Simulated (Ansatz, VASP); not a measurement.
**One calculation of AlN, two programs**

```
Al N
1.0
     3.10391    0.00000    0.00000
    -1.55196    2.68807    0.00000
     0.00000    0.00000    4.97532
Al N
2 2
Direct
  0.33333 0.66667 0.00173
  0.66667 0.33333 0.50173
  0.33333 0.66667 0.38327
  0.66667 0.33333 0.88327
```

Change from the starting cell: mode 4 frozen in at +0.000 Å, equal normal strain along x, y and z -0.0083.

Alike in both runs: task single point; functional PBE; k mesh 9 × 9 × 6; occupations gaussian, width 0.05 eV; no spin polarisation.

|  | VASP | Ansatz |
| --- | --- | --- |
| version | VASP 6.6.1 | Ansatz 0.2.0 |
| potentials or method | VASP PAW PBE potentials, release 64 (Al, N), cutoff 520 eV | scalar-relativistic, plane waves, PAW |
| valence electrons in the cell | 16 | 16 |

```csv
,VASP,Ansatz,Ansatz less VASP
gap on the k mesh at the Fermi level (eV),4.27,4.26,-0.010
least direct gap on the mesh (eV),4.27,4.26,-0.010
pressure (GPa),4.9,5.1,+0.17
"traceless stress, the component that is largest in VASP (GPa)",-0.16,-0.19,-0.031
rms of the force components (eV/Å),0.006,0.006,+0.0003
```

Atom by atom the forces differ by 0.000 eV/Å (rms over components).
